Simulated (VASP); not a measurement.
# HgTe (CsCl type) (Pm-3m) in VASP: notebook

HgTe (CsCl type) is run at these levels: PBE; tasks: single point.

All numbers are computed with VASP 6.6.1; they aren't measurements. Logs are shortened: lines on timing, memory, paths and dates and some standing lists are left out, and cuts for length are marked.

**1. The cell of the first run**

Symmetry: Pm-3m, No. 221, cubic system. Conventional cell: a = 3.532 Å, b = 3.532 Å, c = 3.532 Å, α = 90.00°, β = 90.00°, γ = 90.00°. Hg (site symmetry m-3m) has 8 Te at 3.06 Å and 6 Hg at 3.53 Å within 4.0 Å. Within 4.0 Å of Te (site symmetry m-3m) lie 8 Hg at 3.06 Å and 6 Te at 3.53 Å.

**2. Single point, PBE (volume scaled by 0.8)**

File INCAR:

```
SYSTEM = HgTe
PREC = Accurate ; ENCUT = 520
EDIFF = 1E-6 ; ISMEAR = -1
SIGMA = 0.05 ; LREAL = .False.
LASPH = .True. ; NELM = 80
ALGO = Normal ; ISIF = 2
LWAVE = .False. ; LCHARG = .False.
GGA = PE ; NBANDS = 16
```

File KPOINTS:

```
regular mesh
0
Gamma
  11 11 11
  0 0 0
```

File POSCAR:

```
HgTe
1.0
    3.5323836522      0.0000000000      0.0000000000
    0.0000000000      3.5323836522      0.0000000000
    0.0000000000      0.0000000000      3.5323836522
Hg Te
1 1
Direct
    0.0000000000      0.0000000000      0.0000000000
    0.5000000000      0.5000000000      0.5000000000
```

Potentials or basis: VASP PAW PBE potentials, release 64 (Hg, Te).

Command:

```console
$ cat potpaw_PBE.64/Hg/POTCAR potpaw_PBE.64/Te/POTCAR > POTCAR
$ mpirun -np 1 vasp_std > vasp.out
```

OUTCAR:

```text
SYSTEM = HgTe
   PREC = Accurate
   ENCUT = 520
   EDIFF = 1E-6
   ISMEAR = -1
   LREAL = .False.
   LASPH = .True.
   NELM = 80
   ISIF = 2
   GGA = PE

 ion  position               nearest neighbor table
   1  0.000  0.000  0.000-   2 3.06   2 3.06   2 3.06   2 3.06   2 3.06   2 3.06   2 3.06   2 3.06

   2  0.500  0.500  0.500-   1 3.06   1 3.06   1 3.06   1 3.06   1 3.06   1 3.06   1 3.06   1 3.06

  LATTYP: Found a simple cubic cell.
 ALAT       =     3.5323836522

  Lattice vectors:

 A1 = (   3.5323836522,   0.0000000000,   0.0000000000)
 A2 = (   0.0000000000,   3.5323836522,   0.0000000000)
 A3 = (   0.0000000000,   0.0000000000,   3.5323836522)

Analysis of symmetry for initial positions (statically):
=====================================================================
 Subroutine PRICEL returns:
 Original cell was already a primitive cell.

 Routine SETGRP: Setting up the symmetry group for a
 simple cubic supercell.

 Subroutine GETGRP returns: Found 48 space group operations
 (whereof 48 operations were pure point group operations)
 out of a pool of 48 trial point group operations.

The static configuration has the point symmetry O_h .

Analysis of symmetry for dynamics (positions and initial velocities):
=====================================================================
 Subroutine PRICEL returns:
 Original cell was already a primitive cell.

 Routine SETGRP: Setting up the symmetry group for a
 simple cubic supercell.

 Subroutine GETGRP returns: Found 48 space group operations
 (whereof 48 operations were pure point group operations)
 out of a pool of 48 trial point group operations.

The dynamic configuration has the point symmetry O_h .

 Subroutine INISYM returns: Found 48 space group operations
 (whereof 48 operations are pure point group operations),
 and found     1 'primitive' translations

----------------------------------------------------------------------------------------

                                     Primitive cell

  volume of cell :      44.0761

  direct lattice vectors                    reciprocal lattice vectors
     3.532383652  0.000000000  0.000000000     0.283094958  0.000000000  0.000000000
     0.000000000  3.532383652  0.000000000     0.000000000  0.283094958  0.000000000
     0.000000000  0.000000000  3.532383652     0.000000000  0.000000000  0.283094958

  length of vectors
     3.532383652  3.532383652  3.532383652     0.283094958  0.283094958  0.283094958

  position of ions in fractional coordinates (direct lattice)
     0.000000000  0.000000000  0.000000000
     0.500000000  0.500000000  0.500000000

  ion indices of the primitive-cell ions
   primitive index   ion index
                 1           1
                 2           2

----------------------------------------------------------------------------------------

 KPOINTS: regular mesh

Automatic generation of k-mesh.
 Grid dimensions read from file:
 generate k-points for:   11   11   11

 Generating k-lattice:

  Cartesian coordinates                     Fractional coordinates (reciprocal lattice)
     0.025735905  0.000000000  0.000000000     0.090909091  0.000000000  0.000000000
     0.000000000  0.025735905  0.000000000     0.000000000  0.090909091  0.000000000
     0.000000000  0.000000000  0.025735905     0.000000000  0.000000000  0.090909091

  Length of vectors
     0.025735905  0.025735905  0.025735905

  Shift w.r.t. Gamma in fractional coordinates (k-lattice)
     0.000000000  0.000000000  0.000000000

 Subroutine IBZKPT returns following result:
 ===========================================

 Found     56 irreducible k-points:

 Following reciprocal coordinates:
            Coordinates               Weight
  0.000000  0.000000  0.000000      1.000000
  0.090909  0.000000  0.000000      6.000000
  0.181818  0.000000  0.000000      6.000000
  0.272727  0.000000  0.000000      6.000000
  0.363636  0.000000  0.000000      6.000000
  0.454545  0.000000  0.000000      6.000000
[... 16 lines left out ...]
  0.181818  0.090909  0.090909     24.000000
  0.272727  0.090909  0.090909     24.000000
 [... further k-points ...]
   k-points           NKPTS =     56   k-points in BZ     NKDIM =     56   number of bands    NBANDS=     16
   number of dos      NEDOS =    301   number of ions     NIONS =      2
   total plane-waves  NPLWV =  21952
   dimension x,y,z NGX =    28 NGY =   28 NGZ =   28
   dimension x,y,z NGXF=    56 NGYF=   56 NGZF=   56
   ions per type =               1   1
   NGX,Y,Z   is equivalent  to a cutoff of  13.18, 13.18, 13.18 a.u.
   NGXF,Y,Z  is equivalent  to a cutoff of  26.36, 26.36, 26.36 a.u.
 SYSTEM =  HgTe
   PREC   = accura    normal or accurate (medium, high low for compatibility)
   ISTART =      0    job   : 0-new  1-cont  2-samecut
   ICHARG =      2    charge: 1-file 2-atom 10-const
   ISPIN  =      1    spin polarized calculation?
   LNONCOLLINEAR =      F non collinear calculations
   LSORBIT =      F    spin-orbit coupling
   LASPH  =      T    aspherical Exc in radial PAW
   ENCUT  =  520.0 eV  38.22 Ry    6.18 a.u.   6.57  6.57  6.57*2*pi/ulx,y,z
   NELM   =     80;   NELMIN=  2; NELMDL= -5     # of ELM steps
   EDIFF  = 0.1E-05   stopping-criterion for ELM
   LREAL  =      F    real-space projection
   EDIFFG = 0.1E-04   stopping-criterion for IOM
   NSW    =      0    number of steps for IOM
   IBRION =     -1    ionic relax: 0-MD 1-quasi-New 2-CG
   NFREE  =      0    steps in history (QN), initial steepest desc. (CG)
   ISIF   =      2    stress and relaxation
   ISYM   =      2    0-nonsym 1-usesym 2-fastsym
   POTIM  = 0.5000    time-step for ionic-motion
   TEBEG  =    0.0;   TEEND  =   0.0 temperature during run
   PSTRESS=    0.0 pullay stress
   NELECT =      18.0000    total number of electrons
   NUPDOWN=      -1.0000    fix difference up-down
   EMIN   =  10.00;   EMAX   =-10.00  energy-range for DOS
   EFERMI =   0.00;   METHOD = LEGACY
   ISMEAR =    -1;   SIGMA  =   0.05  broadening in eV -4-tet -1-fermi 0-gaus
   EFERMI_NEDOS =   21; number of points for ismear=-14 and -15
   IALGO  =     38    algorithm
   IMIX   =      4    mixing-type and parameters
     AMIX     =   0.40;   BMIX     =  1.00
     AMIX_MAG =   1.60;   BMIX_MAG =  1.00
  volume/ion in A,a.u.               =      22.04       148.72
  Fermi-wavevector in a.u.,A,eV,Ry     =   1.214594  2.295250 20.071840  1.475239
  Thomas-Fermi vector in A             =   2.350009
   LORBIT       =      0    0 simple, 1 ext, 2 COOP (PROOUT), +10 PAW based schemes
   GGA     = PE    functional components
   LHFCALC =     F    Hartree Fock is set to
   AEXX    =    0.0000 exact exchange contribution
   IVDW    =     0    specifies the selected vdW correction
   LEPSILON=     F    determine dielectric tensor
   LRPA    =     F    only Hartree local field effects (RPA)
 non-spin polarized calculation
  energy-cutoff  :      520.00
  volume of cell :       44.08
 maximum number of plane-waves:      1213
 NGX is ok and might be reduce to    28
   NGX = 13   NGY = 13   NGZ = 13

 number of electron      18.0000007 magnetization

 Free energy of the ion-electron system (eV)
  ---------------------------------------------------
  ext. energy  EPLUGINS =         0.00000000
  ---------------------------------------------------
  free energy    TOTEN  =        -2.32984753 eV

  energy without entropy =       -2.32258656  energy(sigma->0) =       -2.32621705

 E-fermi :   7.4852     XC(G=0): -11.2701

 val. band max:        7.4775341083   @ k =   0.4545   0.0909   0.0000
 cond. band min:       7.4914049566   @ k =   0.3636   0.0909   0.0909
 fundamental gap:      0.0138708483
 Fermi energy:         7.4852234311

 k-point     1 :       0.0000    0.0000    0.0000
  band No.  band energies     occupation
      1      -6.4696      2.00000
      2      -0.1018      2.00000
      3      -0.1018      2.00000
      4       0.7038      2.00000
      5       0.7038      2.00000
      6       0.7038      2.00000
[... 8 lines left out ...]
     15      18.8791      0.00000
     16      20.9623      0.00000

 k-point     2 :       0.0909    0.0000    0.0000
  band No.  band energies     occupation
      1      -6.3804      2.00000
      2      -0.0933      2.00000
      3      -0.0803      2.00000
      4       0.6545      2.00000
      5       0.6545      2.00000
      6       0.7057      2.00000
[... 8 lines left out ...]
     15      18.1644      0.00000
     16      20.4998      0.00000

 k-point     3 :       0.1818    0.0000    0.0000
  band No.  band energies     occupation
      1      -6.1196      2.00000
      2      -0.0702      2.00000
      3      -0.0604      2.00000
      4       0.5297      2.00000
      5       0.5297      2.00000
      6       0.7106      2.00000
[... 8 lines left out ...]
     15      16.8626      0.00000
     16      19.6367      0.00000

 k-point     4 :       0.2727    0.0000    0.0000
  band No.  band energies     occupation
      1      -5.7142      2.00000
      2      -0.2107      2.00000
      3      -0.0399      2.00000
      4       0.3797      2.00000
      5       0.3797      2.00000
      6       0.7172      2.00000
[... 8 lines left out ...]
     15      17.4256      0.00000
     16      18.8509      0.00000
[... 324 lines left out ...]
 k-point    22 :       0.0909    0.0909    0.0909
  band No.  band energies     occupation
      1      -6.2059      2.00000
      2      -0.0513      2.00000
      3      -0.0513      2.00000
      4       0.5629      2.00000
      5       0.6295      2.00000
      6       0.6295      2.00000
[... 8 lines left out ...]
     15      17.4615      0.00000
     16      20.6425      0.00000

 k-point    23 :       0.1818    0.0909    0.0909
  band No.  band energies     occupation
      1      -5.9539      2.00000
      2      -0.0280      2.00000
      3      -0.0151      2.00000
      4       0.4560      2.00000
      5       0.4982      2.00000
      6       0.6377      2.00000
[... 8 lines left out ...]
     15      17.2710      0.00000
     16      20.1767      0.00000

 k-point    24 :       0.2727    0.0909    0.0909
  band No.  band energies     occupation
      1      -5.5650      2.00000
      2      -0.1610      2.00000
      3       0.0035      2.00000
      4       0.3408      2.00000
      5       0.3923      2.00000
      6       0.6524      2.00000
[... 8 lines left out ...]
     15      17.4374      0.00000
     16      19.7891      0.00000

 [... further k-points ...]
[... 5 lines left out ...]
  --------------------------------------------------------------------------------------
  -------------------------------------------------------------------------------------
  Total        5.1050678      5.1050678      5.1050678     -0.0000000     -0.0000000      0.0000000
  in kB      185.5703109    185.5703109    185.5703109     -0.0000000     -0.0000000      0.0000000
  external PRESSURE =     185.5703109 kB  Pullay stress =       0.0000000 kB

 VOLUME and BASIS-vectors are now :
 -----------------------------------------------------------------------------
  energy-cutoff  :      520.00
  volume of cell :       44.08
      direct lattice vectors                 reciprocal lattice vectors
     3.532383652  0.000000000  0.000000000     0.283094958  0.000000000  0.000000000
     0.000000000  3.532383652  0.000000000     0.000000000  0.283094958  0.000000000
     0.000000000  0.000000000  3.532383652     0.000000000  0.000000000  0.283094958

 POSITION                                       TOTAL-FORCE (eV/Angst)
 -----------------------------------------------------------------------------------
      0.00000      0.00000      0.00000         0.000000      0.000000      0.000000
      1.76619      1.76619      1.76619         0.000000      0.000000      0.000000
 -----------------------------------------------------------------------------------
    total drift:                               -0.000000      0.000000     -0.000000

  FREE ENERGIE OF THE ION-ELECTRON SYSTEM (eV)
  ---------------------------------------------------
  free  energy   TOTEN  =        -2.3298475331 eV

  energy  without entropy=       -2.3225865570  energy(sigma->0) =       -2.32621705
```

Run time: 47 s. Hardware: 1 thread of Intel Xeon 8259CL, shared host; peak memory 0.18 GiB.

Results:

```yaml
Free_energy: -2.3298 eV
Pressure: 18.6 GPa
Band_gap_on_the_k_mesh: zero (band 9 reaches 8.48 eV, above the bottom of band 10 at 6.09 eV)
```

Caveat: spin-orbit coupling is left out, which moves the levels of the heavy elements.

**3. Single point, PBE (volume scaled by 0.8)**

File INCAR:

```
PREC     = Accurate       # precision mode
ENCUT    = 520            # plane-wave cutoff, eV
EDIFF    = 1E-6           # SCF threshold, eV
ISMEAR   = -1             # smearing method
SIGMA    = 0.05           # smearing width, eV
LREAL    = F              # projectors in reciprocal space
LASPH    = T              # aspherical terms in the spheres
NELM     = 80             # most SCF steps
ALGO     = Normal         # electronic algorithm
ISIF     = 2              # what is computed and relaxed
LWAVE    = F              # write WAVECAR
LCHARG   = F              # write CHGCAR
GGA      = PE             # functional
NBANDS   = 16             # bands
```

File KPOINTS:

```
Automatic mesh
0
Gamma
  11 11 11
```

POSCAR is that of step 2.

Potentials or basis: VASP PAW PBE potentials, release 64 (Hg, Te).

Command:

```console
$ cat potpaw_PBE.64/Hg/POTCAR potpaw_PBE.64/Te/POTCAR > POTCAR
$ mpirun -np 1 vasp_std > vasp.out
```

Wall time 50 s (1 thread of Intel Xeon 8259CL, shared host); peak memory 0.19 GiB.

The run converged. Its results:

```
Free energy            : -2.3298 eV
Pressure               : 18.6 GPa
Band gap on the k mesh : zero (band 9 reaches 8.48 eV, above the bottom of band 10 at 6.09 eV)
```

Levels at points of the mesh, in eV from the Fermi level:
```csv
k point,band 7,band 8,band 9,band 10,band 11,band 12
"(0.00, 0.00, 0.00)",-1.55,-1.35,-1.35,-1.35,5.52,5.52
```

Caveat: spin-orbit coupling is left out, which moves the levels of the heavy elements.

(Part 1 of 2 ends here.)
